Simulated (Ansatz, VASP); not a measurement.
## ScSbTe4 in VASP and in Ansatz

```xyz
6
Lattice="6.2196 0.0000 0.0000 -3.1098 5.3863 0.0000 0.0000 0.0000 5.3901" Properties=species:S:1:pos:R:3 pbc="T T T"
Sc    3.1098    1.7954    0.0000
Sb    0.0000    0.0000    0.0000
Te    0.0000    3.5909    0.0000
Te    1.5848    2.6759    2.6951
Te    0.0000    5.4209    2.6951
Te   -1.5848    2.6759    2.6951
```

Change from the starting cell: species swapped into the LaAlCu4 type (P-6m2, No. 187).

Alike in both runs: functional PBE; k mesh 3 × 3 × 4; occupations gaussian, width 0.1 eV; no spin polarisation.

Ansatz relaxed the structure, and its values are those at the end. VASP's run is a single point on that final structure, the one shown.

|  | VASP | Ansatz |
| --- | --- | --- |
| version | VASP 6.6.1 | Ansatz 0.2.0 |
| potentials or method | VASP PAW PBE potentials, release 64 (Sc_sv, Sb, Te), cutoff 520 eV | scalar-relativistic, plane waves, PAW |
| valence electrons in the cell | 40 | 90 |

```csv
,VASP,Ansatz,Ansatz less VASP
gap on the k mesh at the Fermi level (eV),none,none,-
pressure (GPa),-0.3,-0.2,+0.03
rms of the force components (eV/Å),0.017,0.013,-0.0046
```

A gap of «none» marks a metal or a gap that the smearing closes. VASP's potentials hold 40 valence electrons a cell and Ansatz's 90, so a difference there can come from the potentials and not from the codes.

The k mesh is coarse, so the values compare programs but aren't converged. Spin-orbit coupling is off throughout.
